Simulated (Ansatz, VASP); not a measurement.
## Ir: VASP and Ansatz over several settings

```
CELL_PARAMETERS angstrom
2.73291 0.00000 0.00000
-1.36646 2.36677 0.00000
0.00000 0.00000 4.43234
ATOMIC_POSITIONS crystal
Ir 0.33333 0.66667 0.25000
Ir 0.66667 0.33333 0.75000
```

Single points on this cell with VASP 6.6.1 and Ansatz 0.2.0. Each row is one pair of runs. Alike in all rows: spin: off; smearing: fermi-dirac, width 0.05 eV.

```tsv
level	k mesh	VASP's potentials, cutoff	Ansatz's potentials, cutoff	gap on the k mesh at the Fermi level (eV), VASP	gap on the k mesh at the Fermi level (eV), Ansatz	pressure (GPa), VASP	pressure (GPa), Ansatz
LDA	11 × 11 × 6	VASP PAW LDA potentials, release 64 (Ir), 520 eV	Ansatz PAW, 420 eV	none	none	-9.0	-11.2
r2SCAN	11 × 11 × 6	VASP PAW PBE potentials, release 64 (Ir), 520 eV	Ansatz PAW, 500 eV	none	none	0.8	-1.7
LDA	11 × 11 × 6	VASP PAW LDA potentials, release 64 (Ir_sv_GW), 500 eV	Ansatz PAW, 420 eV	none	none	-12.9	-11.2
PBE0	6 × 6 × 4	VASP PAW PBE potentials, release 64 (Ir), 520 eV	Ansatz PAW, 420 eV	none	none	-6.1	-8.4
```

Pressure (GPa): the two programs differ by at most 2.41.

VASP's potentials hold 18 valence electrons a cell and Ansatz's 34 in some rows, so a difference there can come from the potentials and not from the codes.

A gap of «none» marks a metal or a gap that the smearing closes.

The k mesh is coarse in some rows, so the values compare programs but aren't converged. Spin-orbit coupling is off throughout.
